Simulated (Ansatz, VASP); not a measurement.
RbBr in VASP and in Ansatz

Contents of POSCAR:

```
RbBr
1.0
    4.1279266285      0.0000000000      0.0000000000
    0.0000000000      4.1279266285      0.0000000000
    0.0000000000      0.0000000000      4.1279266285
Rb Br
1 1
Direct
    0.0000000000      0.0000000000      0.0000000000
    0.5000000000      0.5000000000      0.5000000000
```

The input INCAR.step1:

```
ALGO = Normal ; EDIFF = 1E-5
ENCUT = 520 ; GGA = PE
ISIF = 2 ; ISMEAR = 0
LASPH = True ; LCHARG = False
LREAL = False ; LWAVE = True
NBANDS = 15 ; NELM = 60
PREC = Accurate ; SIGMA = 0.01
```

INCAR.step2

```
AEXX = 0.2 ; ALGO = Normal
EDIFF = 1E-6 ; ENCUT = 520
GGA = PE ; ISIF = 2
ISMEAR = 0 ; ISTART = 1
LASPH = True ; LCHARG = False
LHFCALC = True ; LREAL = False
LWAVE = False ; NBANDS = 15
NELM = 60 ; PREC = Accurate
PRECFOCK = Normal ; SIGMA = 0.01
```

KPOINTS

```
k-points
0
Gamma
  4 4 4
```

Input for Ansatz:

```yaml
crystal:
  lattice:
    - [4.1279266285, 0.0, 0.0]
    - [0.0, 4.1279266285, 0.0]
    - [0.0, 0.0, 4.1279266285]
  atoms:
    - { symbol: Rb, position: [0.0, 0.0, 0.0] }
    - { symbol: Br, position: [0.5, 0.5, 0.5] }
kpoints:
  mp_grid: { grid: [4, 4, 4] }
hamiltonian:
  xc: { exchange: pbe, correlation: pbe, exx: { coeff: 0.2 } }
scf:
  occupations: { method: fixed }
  n_extra_bands: 4
output:
  forces: true
  stress: true
  eigenvalues: true
```

Alike in both runs: task single point; functional PBE-based global hybrid; k mesh 4 × 4 × 4; no spin polarisation.

|  | VASP | Ansatz |
| --- | --- | --- |
| version | VASP 6.6.1 | Ansatz 0.2.0 |
| potentials or method | VASP PAW PBE potentials, release 64 (Rb_sv, Br) | plane waves |
| plane-wave cutoff (eV) | 520 | 420 |
| occupations | gaussian, width 0.01 eV | fixed |
| valence electrons in the cell | 16 | 16 |

```csv
,VASP,Ansatz,Ansatz less VASP
gap on the k mesh at the Fermi level (eV),5.59,5.58,-0.016
pressure (GPa),0.4,0.5,+0.03
```

VASP's potentials were made for PBE, not for PBE-based global hybrid. Ansatz's warnings: stress exchange threshold loose, stress scf threshold loose.
